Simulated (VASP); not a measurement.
# Mo (P6_3/mmc) in VASP: further runs, part 2 of 2

VASP 6.6.1.

### Step 4. Single point, PBE

This run uses another cell than the first one, of 16.20 Å³/atom, 1.021 times its volume.

INCAR

```
ALGO = Normal
EDIFF = 1E-6
ENCUT = 520
GGA = PE
ISIF = 2
ISMEAR = -1
LASPH = T
LCHARG = T
LELF = T
LREAL = F
LVHAR = T
LWAVE = F
NBANDS = 21
NELM = 100
PREC = Accurate
SIGMA = 0.08
```

KPOINTS

```
k-points
0
Gamma
  16 16 9
```

POSCAR

```
Mo
1.0
    2.7619242539      0.0000000000      0.0000000000
   -1.3809621269      2.3918965672      0.0000000000
    0.0000000000      0.0000000000      4.9049406179
Mo
2
Direct
    0.3333333333      0.6666666667      0.2500000000
    0.6666666667      0.3333333333      0.7500000000
```

Potentials or basis: VASP PAW PBE potentials, release 64 (Mo_sv).

Command:

```sh
$ cat potpaw_PBE.64/Mo_sv/POTCAR > POTCAR
$ mpirun -np 1 vasp_std > vasp.out
```

OUTCAR:

```text
EDIFF = 1E-6
   ENCUT = 520
   GGA = PE
   ISIF = 2
   ISMEAR = -1
   LASPH = T
   LREAL = F
   NELM = 100
   PREC = Accurate

 ion  position               nearest neighbor table
   1  0.333  0.667  0.250-   2 2.93   2 2.93   2 2.93   2 2.93   2 2.93   2 2.93
   2  0.667  0.333  0.750-   1 2.93   1 2.93   1 2.93   1 2.93   1 2.93   1 2.93

  LATTYP: Found a hexagonal cell.
 ALAT       =     2.7619242539
 C/A-ratio  =     1.7759142420

  Lattice vectors:

 A1 = (   2.7619242539,   0.0000000000,   0.0000000000)
 A2 = (  -1.3809621269,   2.3918965672,   0.0000000000)
 A3 = (   0.0000000000,   0.0000000000,   4.9049406179)

Analysis of symmetry for initial positions (statically):
=====================================================================
 Subroutine PRICEL returns:
 Original cell was already a primitive cell.

 Routine SETGRP: Setting up the symmetry group for a
 hexagonal supercell.

 Subroutine GETGRP returns: Found 24 space group operations
 (whereof 12 operations were pure point group operations)
 out of a pool of 24 trial point group operations.
[... 160 lines left out ...]
  ---------------------------------------------------
  free energy    TOTEN  =       -21.02560688 eV

  energy without entropy =      -20.97150031  energy(sigma->0) =      -20.99855359

 E-fermi :  11.7377     XC(G=0): -13.1659

 val. band max:       11.7354284357   @ k =   0.3750   0.1250   0.1111
 cond. band min:      11.7376835866   @ k =   0.2500   0.1875   0.3333
 fundamental gap:      0.0022551509
 Fermi energy:        11.7376765610

 k-point     1 :       0.0000    0.0000    0.0000
  band No.  band energies     occupation
      1     -49.1207      2.00000
      2     -48.9690      2.00000
      3     -23.6711      2.00000
      4     -22.6477      2.00000
      5     -22.4822      2.00000
      6     -22.4822      2.00000
[... 565 lines left out ...]
     20      21.5094      0.00000
     21      22.2984      0.00000

 [... further k-points ...]

------------------------ aborting loop because EDIFF is reached ----------------------------------------

  FORCE on cell =-STRESS in cart. coord.  units (eV):
  Direction    XX          YY          ZZ          XY          YZ          ZX
  --------------------------------------------------------------------------------------
  -------------------------------------------------------------------------------------
  Total       -0.1626502     -0.1626502     -0.1893124     -0.0000000      0.0000000     -0.0000000
  in kB       -8.0422429     -8.0422429     -9.3605564     -0.0000000      0.0000000     -0.0000000
  external PRESSURE =      -8.4816808 kB  Pullay stress =       0.0000000 kB

 VOLUME and BASIS-vectors are now :
 -----------------------------------------------------------------------------
  energy-cutoff  :      520.00
  volume of cell :       32.40
      direct lattice vectors                 reciprocal lattice vectors
     2.761924254  0.000000000  0.000000000     0.362066410  0.209039139  0.000000000
    -1.380962127  2.391896567  0.000000000     0.000000000  0.418078279  0.000000000
     0.000000000  0.000000000  4.904940618     0.000000000  0.000000000  0.203876067

 POSITION                                       TOTAL-FORCE (eV/Angst)
 -----------------------------------------------------------------------------------
     -0.00000      1.59460      1.22624        -0.000000      0.000000      0.000000
      1.38096      0.79730      3.67871         0.000000      0.000000      0.000000
 -----------------------------------------------------------------------------------
    total drift:                                0.000000     -0.000000      0.000000

  FREE ENERGIE OF THE ION-ELECTRON SYSTEM (eV)
  ---------------------------------------------------
  free  energy   TOTEN  =       -21.0256068757 eV

  energy  without entropy=      -20.9715003089  energy(sigma->0) =      -20.99855359
```

stdout:

```text
POSCAR found type information on POSCAR Mo
 POSCAR found :  1 types and       2 ions
 scaLAPACK will be used
 LDA part: xc-table for (Slater+PW92), standard interpolation
 POSCAR, INCAR and KPOINTS ok, starting setup
 FFT: planning ... GRIDC
 FFT: planning ... GRID_SOFT
 FFT: planning ... GRID
 WAVECAR not read
 entering main loop
```

It took 2.9 min on 1 thread of AMD EPYC 7R13, shared host; peak memory 0.18 GiB.

What came out:

```
Free energy            : -21.0256 eV
Pressure               : -0.8 GPa
Band gap on the k mesh : zero (band 14 reaches 13.01 eV, above the bottom of band 15 at 11.18 eV)
```

Stress tensor (GPa, compression positive):
```
-0.80  0.00  0.00
 0.00 -0.80  0.00
 0.00  0.00 -0.94
```

### Step 5. Single point, PBE

This run uses another cell than the first one, of 16.20 Å³/atom, 1.021 times its volume.

INCAR

```
SYSTEM = Mo
PREC = Accurate
ENCUT = 520
EDIFF = 1E-6
ISMEAR = -1
SIGMA = 0.08
LREAL = .FALSE.
LASPH = .TRUE.
NELM = 100
ALGO = Normal
ISIF = 2
LWAVE = .FALSE.
LCHARG = .TRUE.
GGA = PE
LELF = .TRUE.
LVHAR = .TRUE.
NBANDS = 21
```

KPOINTS

```
regular mesh
0
G
  16 16 9
  0 0 0
```

POSCAR

```
Mo
1.0
    2.7619339176      0.0000000000      0.0000000000
   -1.3809669588      2.3919049362      0.0000000000
    0.0000000000      0.0000000000      4.9055280992
Mo
2
Direct
    0.3333333333      0.6666666667      0.2500000000
    0.6666666667      0.3333333333      0.7500000000
```

Command:

```sh
$ cat potpaw_PBE.64/Mo_sv/POTCAR > POTCAR
$ mpirun -np 1 vasp_std > vasp.out
```

Wall time 2.9 min (1 thread of AMD EPYC 7R13, shared host); peak memory 0.18 GiB.

Results (log left out):

```
Free energy            : -21.0256 eV
Pressure               : -0.9 GPa
Band gap on the k mesh : zero (band 14 reaches 13.00 eV, above the bottom of band 15 at 11.18 eV)
```

Stress tensor (GPa, compression positive):
```
-0.82  0.00  0.00
 0.00 -0.82  0.00
 0.00  0.00 -0.98
```

Levels at points of the mesh, in eV from the Fermi level:
```tsv
k point	band 10	band 11	band 12	band 13	band 14	band 15	band 16	band 17	band 18	band 19
(0.00, 0.00, 0.00)	-4.69	-1.70	-0.64	-0.64	-0.15	-0.15	0.58	1.43	1.43	3.32
(0.50, 0.00, 0.00)	-4.12	-4.06	-1.16	-0.39	-0.32	-0.23	3.61	4.40	4.64	5.78
```

### Step 6. Overview

```csv
task,cell,cutoff (eV),gap on the mesh (eV),pressure (GPa)
relaxation of cell and atoms,"relaxed to -1.3 GPa from a = 2.829, b = 2.829, c = 4.582 Å, angles 90.0, 90.0, 120.0°, 2 atoms",600,none,-1.3
relaxation of cell and atoms,"relaxed to -1.3 GPa from a = 2.762, b = 2.762, c = 4.905 Å, angles 90.0, 90.0, 120.0°, 2 atoms",600,none,-1.3
single point,"a = 2.762, b = 2.762, c = 4.905 Å, angles 90.0, 90.0, 120.0°, 2 atoms",520,none,-0.8
single point,"a = 2.762, b = 2.762, c = 4.906 Å, angles 90.0, 90.0, 120.0°, 2 atoms",520,none,-0.9
```

Alike in all rows: level PBE; potentials or basis VASP PAW PBE potentials, release 64 (Mo_sv); no spin polarisation; k mesh 16 × 16 × 9; smearing fermi-dirac 0.08 eV.

Caveats: the cell is relaxed towards a set pressure, so the enthalpy falls and the energy may rise (some runs).

Total energies depend on the potentials used, so only differences within one code and one set of settings carry meaning.
